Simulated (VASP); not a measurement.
Set up this calculation in VASP 6.6.1, as the native input.

* Task: single point
* Functional: r2SCAN
* Potentials or basis: VASP PAW PBE potentials, release 64 (Mo_sv)
* Cutoff: 520 eV
* k mesh: 20 × 20 × 20
* Occupations: gaussian, width 0.15 eV
* Spin: no spin polarisation
* Dipole correction: no
* Further INCAR settings: ALGO = Normal; EDIFF = 1e-06; NBANDS = 13

The system is Mo.

```
Mo
1.0
     0.00000    2.11575    1.91425
     2.11575    0.00000    1.91425
     2.11575    2.11575    0.00000
Mo
1
Direct
  0.00000 0.00000 0.00000
```

This cell differs from its parent crystal: strain +0.050 along x and y, -0.050 along z.

These files were run (other wordings do the same):

POSCAR

```
Mo
1.0
    0.0000000000      2.1157500000      1.9142500000
    2.1157500000      0.0000000000      1.9142500000
    2.1157500000      2.1157500000      0.0000000000
Mo
1
Direct
    0.0000000000      0.0000000000      0.0000000000
```

INCAR.step1

```
PREC = Accurate
ENCUT = 520
ISMEAR = 0
SIGMA = 0.15
LREAL = False
LASPH = True
NELM = 80
NBANDS = 13
GGA = PE
ALGO = Normal
EDIFF = 1E-4
LWAVE = True
LCHARG = False
```

INCAR.step2

```
PREC = Accurate
ENCUT = 520
EDIFF = 1E-6
ISMEAR = 0
SIGMA = 0.15
LREAL = False
LASPH = True
NELM = 80
ALGO = Normal
ISIF = 2
LWAVE = False
LCHARG = False
METAGGA = R2SCAN
LMIXTAU = True
NBANDS = 13
ISTART = 1
```

KPOINTS

```
Automatic mesh
0
Gamma
  20 20 20
```

Potentials or basis: VASP PAW PBE potentials, release 64 (Mo_sv).

Launch:

```bash
$ cat potpaw_PBE.64/Mo_sv/POTCAR > POTCAR
$ cp INCAR.step1 INCAR
$ mpirun -np 1 vasp_std > vasp.out
$ cp INCAR.step2 INCAR
$ mpirun -np 1 vasp_std > vasp.out
```

Results of the run:

* Pressure: -16.0 GPa
* Band gap on the k mesh: zero (band 7 reaches 14.52 eV, above the bottom of band 8 at 10.27 eV)

Caveat: the cell differs from its parent crystal (strain +0.050 along x and y, -0.050 along z); the PAW data sets were made with another functional, which shifts forces and pressure a little.

Wall time 3.7 min on 1 thread of Intel(R) Xeon(R) Platinum 8488C (Sapphire Rapids), on a shared host, peak memory 0.25 GiB.
